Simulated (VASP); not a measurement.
Crystal: BN.

```xyz
2
Lattice="0.0000 3.4953 2.1661 1.2516 0.0000 2.1661 1.2516 3.4953 0.0000" Properties=species:S:1:pos:R:3 pbc="T T T"
B     1.2516    3.4953    0.0002
N     1.2516    3.4953    2.8881
```

Base run:

* Program: VASP 6.6.1
* Functional: PBEsol
* Potentials or basis: VASP PAW PBE potentials, release 64 (B, N)
* Cutoff: 520 eV
* k mesh: 11 × 11 × 11
* Occupations: fermi-dirac, width 0.02 eV
* Spin: no spin polarisation

Its results: band gap on the k mesh 3.76 eV, indirect (least direct gap 4.65 eV); pressure 0.9 GPa; largest force 0.013 eV/Å.

Task: The run is repeated on the same cell with these changes: k mesh from 11 × 11 × 11 to 5 × 5 × 5; further incar settings from ALGO = Normal; EDIFF = 1e-07; NBANDS = 11 to ALGO = Normal; EDIFF = 1e-06; NBANDS = 11. What comes out?

Result: Band gap on the k mesh 4.20 eV, indirect (least direct gap 4.91 eV); pressure 0.9 GPa; largest force 0.014 eV/Å.

Caveats: some runs use coarse meshes; the PAW data sets were made with another functional, which shifts forces and pressure a little.

A k mesh can miss the band edges.
